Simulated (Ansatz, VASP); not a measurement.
**One calculation of In2O3, two programs**

POSCAR

```
In2O3
1.0
    2.8227850033      1.6297356815      5.0960908785
   -2.8227850033      1.6297356815      5.0960908785
    0.0000000000     -3.2594713630      5.0960908785
In O
4 6
Direct
    0.3570704061      0.3570704061      0.3570704061
    0.1429295939      0.1429295939      0.1429295939
    0.6429295939      0.6429295939      0.6429295939
    0.8570704061      0.8570704061      0.8570704061
    0.5465740402      0.9534259598      0.2500000000
    0.2500000000      0.5465740402      0.9534259598
    0.9534259598      0.2500000000      0.5465740402
    0.4534259598      0.0465740402      0.7500000000
    0.7500000000      0.4534259598      0.0465740402
    0.0465740402      0.7500000000      0.4534259598
```

File INCAR.step1:

```
ALGO = Normal ; EDIFF = 1E-4
ENCUT = 520 ; GGA = PE
ISMEAR = 0 ; LASPH = T
LCHARG = F ; LREAL = F
LWAVE = T ; NBANDS = 55
NELM = 80 ; PREC = Accurate
SIGMA = 0.05
```

The input INCAR.step2:

```
ALGO = Normal ; EDIFF = 1E-7
ENCUT = 520 ; ISIF = 2
ISMEAR = 0 ; ISTART = 1
LASPH = T ; LCHARG = F
LMIXTAU = T ; LREAL = F
LWAVE = F ; METAGGA = R2SCAN
NBANDS = 55 ; NELM = 80
PREC = Accurate ; SIGMA = 0.05
```

The input KPOINTS:

```
k-points
0
Gamma
  6 6 6
```

Input for Ansatz:

```yaml
crystal:
  lattice:
    - [2.8227850033, 1.6297356815, 5.0960908785]
    - [-2.8227850033, 1.6297356815, 5.0960908785]
    - [0.0, -3.259471363, 5.0960908785]
  atoms:
    - { symbol: In, position: [0.3570704061, 0.3570704061, 0.3570704061] }
    - { symbol: In, position: [0.1429295939, 0.1429295939, 0.1429295939] }
    - { symbol: In, position: [0.6429295939, 0.6429295939, 0.6429295939] }
    - { symbol: In, position: [0.8570704061, 0.8570704061, 0.8570704061] }
    - { symbol: O, position: [0.5465740402, 0.9534259598, 0.25] }
    - { symbol: O, position: [0.25, 0.5465740402, 0.9534259598] }
    - { symbol: O, position: [0.9534259598, 0.25, 0.5465740402] }
    - { symbol: O, position: [0.4534259598, 0.0465740402, 0.75] }
    - { symbol: O, position: [0.75, 0.4534259598, 0.0465740402] }
    - { symbol: O, position: [0.0465740402, 0.75, 0.4534259598] }
basis:
  ecutwfc: 500
kpoints:
  mp_grid: { grid: [6, 6, 6] }
hamiltonian:
  xc: r2scan
scf:
  occupations: { method: gaussian, width: 0.05 }
output:
  forces: true
  stress: true
  eigenvalues: true
```

Change from the starting cell: strain +0.025 along x and y, +0.050 along z, atoms carried along.

Alike in both runs: task single point; functional r2SCAN; k mesh 6 × 6 × 6; occupations gaussian, width 0.05 eV; no spin polarisation.

|  | VASP | Ansatz |
| --- | --- | --- |
| version | VASP 6.6.1 | Ansatz 0.2.0 |
| potentials or method | VASP PAW PBE potentials, release 64 (In_d, O), cutoff 520 eV | scalar-relativistic, plane waves, PAW |
| valence electrons in the cell | 88 | 88 |

VASP gave:

```
gap on the k mesh at the Fermi level (eV)                     : 1.13
least direct gap on the mesh (eV)                             : 1.20
pressure (GPa)                                                : -13.1
traceless stress, the component that is largest in VASP (GPa) : -1.29
rms of the force components (eV/Å)                            : 0.098
```

Q: Which values does Ansatz return?

A: gap on the k mesh at the Fermi level (eV): 1.13; least direct gap on the mesh (eV): 1.20; pressure (GPa): -13.9; traceless stress, the component that is largest in VASP (GPa): -1.19; rms of the force components (eV/Å): 0.099.

VASP's potentials were made for PBE, not for r2SCAN. Atom by atom the forces differ by 0.003 eV/Å (rms over components). The functional is the same, so the differences come from potentials, cutoffs and numerics.
